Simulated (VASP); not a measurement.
Input of a VASP 6.6.1 run:

Contents of INCAR:

```
PREC = Accurate
ENCUT = 520
EDIFF = 1E-6
ISMEAR = 0
SIGMA = 0.1
LREAL = False
LASPH = True
NELM = 60
ALGO = Normal
ISIF = 2
LWAVE = False
LCHARG = False
GGA = PE
NBANDS = 37
```

Contents of KPOINTS:

```
Automatic mesh
0
Gamma
  6 6 2
```

POSCAR

```
Zn2SnO3
1.0
    2.8259459875      0.0000000000      0.0000000000
    0.0000000000      2.8259459875      0.0000000000
    0.0000000000      0.0000000000      8.6983726102
Zn Sn O
2 1 3
Direct
    0.5000000000      0.5000000000      0.3460174077
    0.5000000000      0.5000000000      0.6539825923
    0.5000000000      0.5000000000      0.0000000000
    0.0000000000      0.0000000000      0.8021139616
    0.0000000000      0.0000000000      0.1978860384
    0.0000000000      0.0000000000      0.5000000000
```

Potentials or basis: VASP PAW PBE potentials, release 64 (Zn, Sn_d, O).

The run is started by

```bash
$ cat potpaw_PBE.64/Zn/POTCAR potpaw_PBE.64/Sn_d/POTCAR potpaw_PBE.64/O/POTCAR > POTCAR
$ mpirun -np 1 vasp_std > vasp.out
```

(1) Predict the pressure.

(2) Predict the band gap on the k mesh.

Answers

(1) 0.3 GPa.

(2) zero (band 28 reaches 5.50 eV, above the bottom of band 29 at 4.87 eV).

Caveat: the k points lie up to 0.37 Å⁻¹ apart; spin-orbit coupling is left out, which moves the levels of the heavy elements.
